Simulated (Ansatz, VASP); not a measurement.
## C: VASP beside Ansatz

The input POSCAR:

```
C
1.0
    0.0000000000      2.1267565396      3.5617636613
    1.2279212041      0.0000000000      3.5617636613
    1.2279212041      2.1267565396      0.0000000000
C
2
Direct
    0.1423663773      0.8576336227      0.2575377383
    0.8332960723      0.1667039277      0.8332960723
```

File INCAR.step1:

```
SYSTEM = C
ALGO     = Normal         ! electronic algorithm
EDIFF    = 1E-4           ! SCF threshold, eV
ENCUT    = 520            ! plane-wave cutoff, eV
GGA      = PE             ! functional
ISMEAR   = 0              ! smearing method
LASPH    = .TRUE.         ! aspherical terms in the spheres
LCHARG   = .FALSE.        ! write CHGCAR
LREAL    = .FALSE.        ! projectors in reciprocal space
LWAVE    = .TRUE.         ! write WAVECAR
NBANDS   = 11             ! bands
NELM     = 80             ! most SCF steps
PREC     = Accurate       ! precision mode
SIGMA    = 0.05           ! smearing width, eV
```

Contents of INCAR.step2:

```
SYSTEM = C
ALGO     = Normal         ! electronic algorithm
EDIFF    = 1E-6           ! SCF threshold, eV
ENCUT    = 520            ! plane-wave cutoff, eV
ISIF     = 2              ! what is computed and relaxed
ISMEAR   = 0              ! smearing method
ISTART   = 1            
LASPH    = .TRUE.         ! aspherical terms in the spheres
LCHARG   = .FALSE.        ! write CHGCAR
LMIXTAU  = .TRUE.       
LREAL    = .FALSE.        ! projectors in reciprocal space
LWAVE    = .FALSE.        ! write WAVECAR
METAGGA  = R2SCAN         ! meta-GGA
NBANDS   = 11             ! bands
NELM     = 80             ! most SCF steps
PREC     = Accurate       ! precision mode
SIGMA    = 0.05           ! smearing width, eV
```

Contents of KPOINTS:

```
k-points
0
G
  14 14 14
  0 0 0
```

Input for Ansatz:

```yaml
crystal:
  lattice:
    - [0.0, 2.1267565396, 3.5617636613]
    - [1.2279212041, 0.0, 3.5617636613]
    - [1.2279212041, 2.1267565396, 0.0]
  atoms:
    - { symbol: C, position: [0.1423663773, 0.8576336227, 0.2575377383] }
    - { symbol: C, position: [0.8332960723, 0.1667039277, 0.8332960723] }
basis:
  ecutwfc: 500
kpoints:
  mp_grid: { grid: [14, 14, 14] }
hamiltonian:
  xc: r2scan
scf:
  occupations: { method: gaussian, width: 0.05 }
output:
  forces: true
  stress: true
  eigenvalues: true
```

Alike in both runs: task single point; functional r2SCAN; k mesh 14 × 14 × 14; occupations gaussian, width 0.05 eV; no spin polarisation.

```csv
,VASP,Ansatz
version,VASP 6.6.1,Ansatz 0.2.0
potentials or method,"VASP PAW PBE potentials, release 64 (C), cutoff 520 eV","scalar-relativistic, plane waves, PAW"
valence electrons in the cell,8,8
```

|  | VASP | Ansatz | Ansatz less VASP |
| --- | --- | --- | --- |
| gap on the k mesh at the Fermi level (eV) | none | none | - |
| pressure (GPa) | 21.3 | 20.7 | -0.58 |
| traceless stress, the component that is largest in VASP (GPa) | 29.45 | 28.60 | -0.852 |
| rms of the force components (eV/Å) | 7.677 | 7.609 | -0.0681 |

VASP's potentials were made for PBE, not for r2SCAN. Atom by atom the forces differ by 0.070 eV/Å (rms over components). A gap of «none» marks a metal or a gap that the smearing closes. With one functional, cell and mesh, what is left measures potentials, basis and numerics.
